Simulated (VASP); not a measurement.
# SrTiO3 in VASP: further runs, part 2 of 2

VASP 6.6.1. The steps go on from the part before.

## Step 4: Single point, PBE (z stretched by -3 %, then relaxed in part)

The input, INCAR:

```
PREC = Accurate ; ENCUT = 600
EDIFF = 1E-6 ; ISMEAR = -1
SIGMA = 0.02 ; LREAL = F
LASPH = T ; NELM = 120
ALGO = Normal ; ISIF = 2
LWAVE = F ; LCHARG = T
GGA = PE ; LELF = T
LVHAR = T ; NBANDS = 28
GGA_COMPAT = F
```

The input, KPOINTS:

```
regular mesh
0
Gamma
  8 8 8
```

The input, POSCAR:

```
SrTiO3
1.0
    3.9050000000      0.0000000000      0.0000000000
    0.0000000000      3.9050000000      0.0000000000
    0.0000000000      0.0000000000      3.7878500000
Sr Ti O
1 1 3
Direct
    0.0000000000      0.0000000000      0.0000000000
    0.5000000000      0.5000000000      0.5000000000
    0.0000000000      0.5000000000      0.5000000000
    0.5000000000      0.0000000000      0.5000000000
    0.5000000000      0.5000000000      0.0000000000
```

Potentials or basis: VASP PAW PBE potentials, release 64 (Sr_sv, Ti_sv, O).

Run with:

```sh
> cat potpaw_PBE.64/Sr_sv/POTCAR potpaw_PBE.64/Ti_sv/POTCAR potpaw_PBE.64/O/POTCAR > POTCAR
> mpirun -np 1 vasp_std > vasp.out
```

OUTCAR:

```text
PREC = Accurate
   ENCUT = 600
   EDIFF = 1E-6
   ISMEAR = -1
   LREAL = F
   LASPH = T
   NELM = 120
   ISIF = 2
   GGA = PE

 ion  position               nearest neighbor table
   1  0.000  0.000  0.000-   3 2.72   4 2.72   3 2.72   4 2.72   3 2.72   3 2.72   4 2.72   4 2.72
                             5 2.76   5 2.76   5 2.76   5 2.76   2 3.35   2 3.35   2 3.35   2 3.35
   2  0.500  0.500  0.500-   5 1.89   5 1.89   3 1.95   4 1.95   4 1.95   3 1.95   1 3.35   1 3.35
                             1 3.35   1 3.35   1 3.35   1 3.35   1 3.35   1 3.35
   3  0.000  0.500  0.500-   2 1.95   2 1.95   1 2.72   1 2.72   1 2.72   1 2.72
   4  0.500  0.000  0.500-   2 1.95   2 1.95   1 2.72   1 2.72   1 2.72   1 2.72
   5  0.500  0.500  0.000-   2 1.89   2 1.89   1 2.76   1 2.76   1 2.76   1 2.76

  LATTYP: Found a simple tetragonal cell.
 ALAT       =     3.9050000000
 C/A-ratio  =     0.9700000000

  Lattice vectors:

 A1 = (   3.9050000000,   0.0000000000,   0.0000000000)
 A2 = (   0.0000000000,   3.9050000000,   0.0000000000)
 A3 = (   0.0000000000,   0.0000000000,   3.7878500000)

Analysis of symmetry for initial positions (statically):
=====================================================================
 Subroutine PRICEL returns:
 Original cell was already a primitive cell.

 Routine SETGRP: Setting up the symmetry group for a
 simple tetragonal supercell.

 Subroutine GETGRP returns: Found 16 space group operations
 (whereof 16 operations were pure point group operations)
 out of a pool of 16 trial point group operations.

The static configuration has the point symmetry D_4h.

Analysis of symmetry for dynamics (positions and initial velocities):
=====================================================================
 Subroutine PRICEL returns:
 Original cell was already a primitive cell.

 Routine SETGRP: Setting up the symmetry group for a
 simple tetragonal supercell.

 Subroutine GETGRP returns: Found 16 space group operations
 (whereof 16 operations were pure point group operations)
 out of a pool of 16 trial point group operations.

The dynamic configuration has the point symmetry D_4h.

 Subroutine INISYM returns: Found 16 space group operations
 (whereof 16 operations are pure point group operations),
 and found     1 'primitive' translations

----------------------------------------------------------------------------------------

                                     Primitive cell

  volume of cell :      57.7610

  direct lattice vectors                    reciprocal lattice vectors
     3.905000000  0.000000000  0.000000000     0.256081946  0.000000000  0.000000000
     0.000000000  3.905000000  0.000000000     0.000000000  0.256081946  0.000000000
     0.000000000  0.000000000  3.787850000     0.000000000  0.000000000  0.264002006

  length of vectors
     3.905000000  3.905000000  3.787850000     0.256081946  0.256081946  0.264002006

  position of ions in fractional coordinates (direct lattice)
     0.000000000  0.000000000  0.000000000
     0.500000000  0.500000000  0.500000000
     0.000000000  0.500000000  0.500000000
     0.500000000  0.000000000  0.500000000
     0.500000000  0.500000000  0.000000000

  ion indices of the primitive-cell ions
   primitive index   ion index
                 1           1
                 2           2
                 3           3
                 4           4
                 5           5

[... 22 lines left out ...]
 ===========================================

 Found     75 irreducible k-points:

 Following reciprocal coordinates:
            Coordinates               Weight
  0.000000  0.000000  0.000000      1.000000
  0.125000  0.000000  0.000000      4.000000
  0.250000  0.000000  0.000000      4.000000
  0.375000  0.000000  0.000000      4.000000
  0.500000  0.000000  0.000000      2.000000
  0.125000  0.125000  0.000000      4.000000
[... 16 lines left out ...]
  0.375000  0.125000  0.125000     16.000000
  0.500000  0.125000  0.125000      8.000000
 [... further k-points ...]
   k-points           NKPTS =     75   k-points in BZ     NKDIM =     75   number of bands    NBANDS=     28
   number of dos      NEDOS =    301   number of ions     NIONS =      5
   total plane-waves  NPLWV =  30720
   dimension x,y,z NGX =    32 NGY =   32 NGZ =   30
   dimension x,y,z NGXF=    64 NGYF=   64 NGZF=   60
   ions per type =               1   1   3
   NGX,Y,Z   is equivalent  to a cutoff of  13.62, 13.62, 13.17 a.u.
   NGXF,Y,Z  is equivalent  to a cutoff of  27.25, 27.25, 26.33 a.u.
 SYSTEM =  unknown system
   PREC   = accura    normal or accurate (medium, high low for compatibility)
   ISTART =      0    job   : 0-new  1-cont  2-samecut
   ICHARG =      2    charge: 1-file 2-atom 10-const
   ISPIN  =      1    spin polarized calculation?
   LNONCOLLINEAR =      F non collinear calculations
   LSORBIT =      F    spin-orbit coupling
   LASPH  =      T    aspherical Exc in radial PAW
   ENCUT  =  600.0 eV  44.10 Ry    6.64 a.u.   7.80  7.80  7.57*2*pi/ulx,y,z
   NELM   =    120;   NELMIN=  2; NELMDL= -5     # of ELM steps
   EDIFF  = 0.1E-05   stopping-criterion for ELM
   LREAL  =      F    real-space projection
   EDIFFG = 0.1E-04   stopping-criterion for IOM
   NSW    =      0    number of steps for IOM
   IBRION =     -1    ionic relax: 0-MD 1-quasi-New 2-CG
   NFREE  =      0    steps in history (QN), initial steepest desc. (CG)
   ISIF   =      2    stress and relaxation
   ISYM   =      2    0-nonsym 1-usesym 2-fastsym
   POTIM  = 0.5000    time-step for ionic-motion
   TEBEG  =    0.0;   TEEND  =   0.0 temperature during run
   PSTRESS=    0.0 pullay stress
   NELECT =      40.0000    total number of electrons
   NUPDOWN=      -1.0000    fix difference up-down
   EMIN   =  10.00;   EMAX   =-10.00  energy-range for DOS
   EFERMI =   0.00;   METHOD = LEGACY
   ISMEAR =    -1;   SIGMA  =   0.02  broadening in eV -4-tet -1-fermi 0-gaus
   EFERMI_NEDOS =   21; number of points for ismear=-14 and -15
   IALGO  =     38    algorithm
   IMIX   =      4    mixing-type and parameters
     AMIX     =   0.40;   BMIX     =  1.00
     AMIX_MAG =   1.60;   BMIX_MAG =  1.00
  volume/ion in A,a.u.               =      11.55        77.96
  Fermi-wavevector in a.u.,A,eV,Ry     =   1.448382  2.737046 28.542456  2.097811
  Thomas-Fermi vector in A             =   2.566230
   LORBIT       =      0    0 simple, 1 ext, 2 COOP (PROOUT), +10 PAW based schemes
   GGA     = PE    functional components
   LHFCALC =     F    Hartree Fock is set to
   AEXX    =    0.0000 exact exchange contribution
   IVDW    =     0    specifies the selected vdW correction
   LEPSILON=     F    determine dielectric tensor
   LRPA    =     F    only Hartree local field effects (RPA)
 non-spin polarized calculation
  energy-cutoff  :      600.00
  volume of cell :       57.76
 maximum number of plane-waves:      1976
 NGX is ok and might be reduce to    32
   NGX = 15   NGY = 15   NGZ = 15

 number of electron      39.9999994 magnetization

 Free energy of the ion-electron system (eV)
  ---------------------------------------------------
  ext. energy  EPLUGINS =         0.00000000
  ---------------------------------------------------
  free energy    TOTEN  =       -39.96013348 eV

  energy without entropy =      -39.96013348  energy(sigma->0) =      -39.96013348

 E-fermi :   4.9964     XC(G=0): -11.4319

 val. band max:        4.4355829419   @ k =   0.5000   0.5000   0.5000
 cond. band min:       6.2931183426   @ k =   0.0000   0.0000   0.0000
 fundamental gap:      1.8575354007
 Fermi energy:         4.9963855584

 k-point     1 :       0.0000    0.0000    0.0000
  band No.  band energies     occupation
      1     -51.9169      2.00000
      2     -28.2800      2.00000
      3     -28.2092      2.00000
      4     -28.1744      2.00000
      5     -28.1744      2.00000
      6     -13.1418      2.00000
[... 733 lines left out ...]
     27      12.2943      0.00000
     28      13.1258      0.00000

 [... further k-points ...]
[... 5 lines left out ...]
  --------------------------------------------------------------------------------------
  -------------------------------------------------------------------------------------
  Total        2.9974194      2.9974194      6.1937717      0.0000000     -0.0000000      0.0000000
  in kB       83.1425314     83.1425314    171.8030728      0.0000000     -0.0000000      0.0000000
  external PRESSURE =     112.6960452 kB  Pullay stress =       0.0000000 kB

 VOLUME and BASIS-vectors are now :
 -----------------------------------------------------------------------------
  energy-cutoff  :      600.00
  volume of cell :       57.76
      direct lattice vectors                 reciprocal lattice vectors
     3.905000000  0.000000000  0.000000000     0.256081946  0.000000000  0.000000000
     0.000000000  3.905000000  0.000000000     0.000000000  0.256081946  0.000000000
     0.000000000  0.000000000  3.787850000     0.000000000  0.000000000  0.264002006

 POSITION                                       TOTAL-FORCE (eV/Angst)
 -----------------------------------------------------------------------------------
      0.00000      0.00000      0.00000         0.000000      0.000000      0.000000
      1.95250      1.95250      1.89393         0.000000      0.000000      0.000000
      0.00000      1.95250      1.89393         0.000000      0.000000      0.000000
      1.95250      0.00000      1.89393         0.000000      0.000000      0.000000
      1.95250      1.95250      0.00000         0.000000      0.000000      0.000000
 -----------------------------------------------------------------------------------
    total drift:                                0.000000     -0.000000     -0.000000

  FREE ENERGIE OF THE ION-ELECTRON SYSTEM (eV)
  ---------------------------------------------------
  free  energy   TOTEN  =       -39.9601334845 eV

  energy  without entropy=      -39.9601334845  energy(sigma->0) =      -39.96013348
```

stdout:

```text
POSCAR found type information on POSCAR SrTiO
 POSCAR found :  3 types and       5 ions
 scaLAPACK will be used
 LDA part: xc-table for (Slater+PW92), standard interpolation
 POSCAR, INCAR and KPOINTS ok, starting setup
 FFT: planning ... GRIDC
 FFT: planning ... GRID_SOFT
 FFT: planning ... GRID
 WAVECAR not read
 entering main loop
```

Run time: 52 s. Hardware: 1 thread of Intel Xeon 6975P-C (Granite Rapids), shared host; peak memory 0.28 GiB.

What came out:

| Property | Result |
| --- | --- |
| Free energy | -39.9601 eV |
| Pressure | 11.3 GPa |
| Band gap on the k mesh | 1.86 eV, indirect (least direct gap 2.19 eV) |

Caveat: the cell differs from its parent crystal (z stretched by -3 %, then relaxed in part). A k mesh can miss the band edges.

## Step 5: Single point, PBE (z stretched by -2 %, then relaxed in part)

The input, INCAR:

```
PREC = Accurate
ENCUT = 600
EDIFF = 1E-6
ISMEAR = -1
SIGMA = 0.02
LREAL = False
LASPH = True
NELM = 120
ALGO = Normal
ISIF = 2
LWAVE = False
LCHARG = False
GGA = PE
NBANDS = 28
GGA_COMPAT = False
```

The input, KPOINTS:

```
Automatic mesh
0
Gamma
  8 8 8
```

POSCAR: that of step 4 with these lines changed.

```diff
@@ -4,3 +4,3 @@
     0.0000000000      3.9050000000      0.0000000000
-    0.0000000000      0.0000000000      3.7878500000
+    0.0000000000      0.0000000000      3.8269000000
 Sr Ti O
```

Potentials or basis: VASP PAW PBE potentials, release 64 (Sr_sv, Ti_sv, O).

Run with:

```sh
> cat potpaw_PBE.64/Sr_sv/POTCAR potpaw_PBE.64/Ti_sv/POTCAR potpaw_PBE.64/O/POTCAR > POTCAR
> mpirun -np 1 vasp_std > vasp.out
```

OUTCAR:

```text
PREC = Accurate
   ENCUT = 600
   EDIFF = 1E-6
   ISMEAR = -1
   LREAL = False
   LASPH = True
   NELM = 120
   ISIF = 2
   GGA = PE

 ion  position               nearest neighbor table
   1  0.000  0.000  0.000-   3 2.73   4 2.73   3 2.73   4 2.73   3 2.73   3 2.73   4 2.73   4 2.73
                             5 2.76   5 2.76   5 2.76   5 2.76   2 3.36   2 3.36   2 3.36   2 3.36
   2  0.500  0.500  0.500-   5 1.91   5 1.91   3 1.95   4 1.95   4 1.95   3 1.95   1 3.36   1 3.36
                             1 3.36   1 3.36   1 3.36   1 3.36   1 3.36   1 3.36
   3  0.000  0.500  0.500-   2 1.95   2 1.95   1 2.73   1 2.73   1 2.73   1 2.73
   4  0.500  0.000  0.500-   2 1.95   2 1.95   1 2.73   1 2.73   1 2.73   1 2.73
   5  0.500  0.500  0.000-   2 1.91   2 1.91   1 2.76   1 2.76   1 2.76   1 2.76

  LATTYP: Found a simple tetragonal cell.
 ALAT       =     3.9050000000
 C/A-ratio  =     0.9800000000

  Lattice vectors:

 A1 = (   3.9050000000,   0.0000000000,   0.0000000000)
 A2 = (   0.0000000000,   3.9050000000,   0.0000000000)
 A3 = (   0.0000000000,   0.0000000000,   3.8269000000)

Analysis of symmetry for initial positions (statically):
=====================================================================
 Subroutine PRICEL returns:
[... 182 lines left out ...]
 Fermi energy:         4.8249723721

 k-point     1 :       0.0000    0.0000    0.0000
  band No.  band energies     occupation
      1     -52.0480      2.00000
      2     -28.3968      2.00000
      3     -28.3226      2.00000
      4     -28.3021      2.00000
      5     -28.3021      2.00000
      6     -13.1793      2.00000
[... 733 lines left out ...]
     27      12.1561      0.00000
     28      12.9757      0.00000

 [... further k-points ...]

------------------------ aborting loop because EDIFF is reached ----------------------------------------

  FORCE on cell =-STRESS in cart. coord.  units (eV):
  Direction    XX          YY          ZZ          XY          YZ          ZX
  --------------------------------------------------------------------------------------
  -------------------------------------------------------------------------------------
  Total        2.5798667      2.5798667      4.5977663      0.0000000     -0.0000000      0.0000000
  in kB       70.8302298     70.8302298    126.2316564      0.0000000     -0.0000000      0.0000000
  external PRESSURE =      89.2973720 kB  Pullay stress =       0.0000000 kB

 VOLUME and BASIS-vectors are now :
 -----------------------------------------------------------------------------
  energy-cutoff  :      600.00
  volume of cell :       58.36
      direct lattice vectors                 reciprocal lattice vectors
     3.905000000  0.000000000  0.000000000     0.256081946  0.000000000  0.000000000
     0.000000000  3.905000000  0.000000000     0.000000000  0.256081946  0.000000000
     0.000000000  0.000000000  3.826900000     0.000000000  0.000000000  0.261308108

 POSITION                                       TOTAL-FORCE (eV/Angst)
 -----------------------------------------------------------------------------------
      0.00000      0.00000      0.00000         0.000000      0.000000      0.000000
      1.95250      1.95250      1.91345         0.000000      0.000000      0.000000
      0.00000      1.95250      1.91345         0.000000      0.000000      0.000000
      1.95250      0.00000      1.91345         0.000000      0.000000      0.000000
      1.95250      1.95250      0.00000         0.000000      0.000000      0.000000
 -----------------------------------------------------------------------------------
    total drift:                                0.000000     -0.000000     -0.000000

  FREE ENERGIE OF THE ION-ELECTRON SYSTEM (eV)
  ---------------------------------------------------
  free  energy   TOTEN  =       -40.0168354218 eV

  energy  without entropy=      -40.0168354218  energy(sigma->0) =      -40.01683542
```

Run time: 54 s. Hardware: 1 thread of Intel Xeon 6975P-C (Granite Rapids), shared host; peak memory 0.28 GiB.

Results:

| Item | Value |
| --- | --- |
| Free energy | -40.0168 eV |
| Pressure | 8.9 GPa |
| Band gap on the k mesh | 1.86 eV, indirect (least direct gap 2.20 eV) |

Levels at points of the mesh, in eV from the valence-band top:
```tsv
k point	band 18	band 19	band 20	band 21	band 22	band 23
(0.00, 0.00, 0.00)	-0.36	-0.36	-0.34	1.86	1.89	1.89
(0.50, 0.00, 0.00)	-2.06	-0.73	-0.73	2.06	3.81	3.81
(0.50, 0.50, 0.00)	-1.68	-1.68	-0.16	3.82	3.82	4.26
(0.00, 0.00, 0.50)	-2.07	-0.76	-0.76	2.06	4.01	4.01
(0.50, 0.00, 0.50)	-1.56	-1.56	-0.10	3.82	4.01	4.39
(0.50, 0.50, 0.50)	-0.05	0.00	0.00	4.51	4.62	4.62
```

Caveat: the cell differs from its parent crystal (z stretched by -2 %, then relaxed in part). A k mesh can miss the band edges.

## Step 6: Summary

| cell | gap on the mesh (eV) | pressure (GPa) |
| --- | --- | --- |
| a = 3.956 Å, 5 atoms | 1.78 | -2.1 |
| a = 3.982 Å, 5 atoms | 1.75 | -5.0 |
| a = 3.905, b = 3.905, c = 3.788 Å, 5 atoms | 1.86 | 11.3 |
| a = 3.905, b = 3.905, c = 3.827 Å, 5 atoms | 1.86 | 8.9 |

Alike in all rows: task single point; level PBE; potentials or basis VASP PAW PBE potentials, release 64 (Sr_sv, Ti_sv, O); no spin polarisation; k mesh 8 × 8 × 8; cutoff (eV) 600; smearing fermi-dirac 0.02 eV.

Total energies depend on the potentials used, so only differences within one code and one set of settings carry meaning.
